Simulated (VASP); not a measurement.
Write the native input for VASP 6.6.1 that does the following.

* Task: single point
* Functional: BLYP
* Dispersion: D3(BJ)
* Potentials or basis: VASP PAW PBE potentials, release 64 (Al)
* Cutoff: 520 eV
* k mesh: 11 × 11 × 11
* Occupations: fermi-dirac, width 0.05 eV
* Spin: no spin polarisation
* Dipole correction: no
* Further INCAR settings: ALGO = Fast; EDIFF = 1e-07; NBANDS = 8

The structure of Al lies in POSCAR:

```
Al
1.0
    0.0000000000      2.0382146954      2.0382146954
    2.0382146954      0.0000000000      2.0382146954
    2.0382146954      2.0382146954      0.0000000000
Al
1
Direct
    0.0000000000      0.0000000000      0.0000000000
```

These files were run (other wordings do the same):

INCAR

```
AGGAC = 1.0
AGGAX = 1.0
ALDAC = 0.0
ALDAX = 1.0
ALGO = Fast
EDIFF = 1E-7
ENCUT = 520
GGA = B5
ISIF = 2
ISMEAR = -1
IVDW = 12
LASPH = True
LCHARG = True
LELF = True
LREAL = False
LVHAR = True
LWAVE = False
NBANDS = 8
NELM = 80
PREC = Accurate
SIGMA = 0.05
VDW_A1 = 0.4298
VDW_A2 = 4.2359
VDW_S6 = 1.0
VDW_S8 = 2.6996
```

KPOINTS

```
k-points
0
Gamma
  11 11 11
```

Potentials or basis: VASP PAW PBE potentials, release 64 (Al).

Command:

```bash
$ cat potpaw_PBE.64/Al/POTCAR > POTCAR
$ mpirun -np 1 vasp_std > vasp.out
```

Results of the run:

```json
{
  "Pressure": "-5.7 GPa",
  "Dispersion energy per atom": "-0.754 eV"
}
```

Caveat: the PAW data sets were made with another functional, which shifts forces and pressure a little; pairwise dispersion overbinds metals, which lowers pressure and volume.

It took 5.9 s on 1 thread of Intel(R) Xeon(R) 6975P-C (Granite Rapids), on a shared host, peak memory 0.14 GiB.
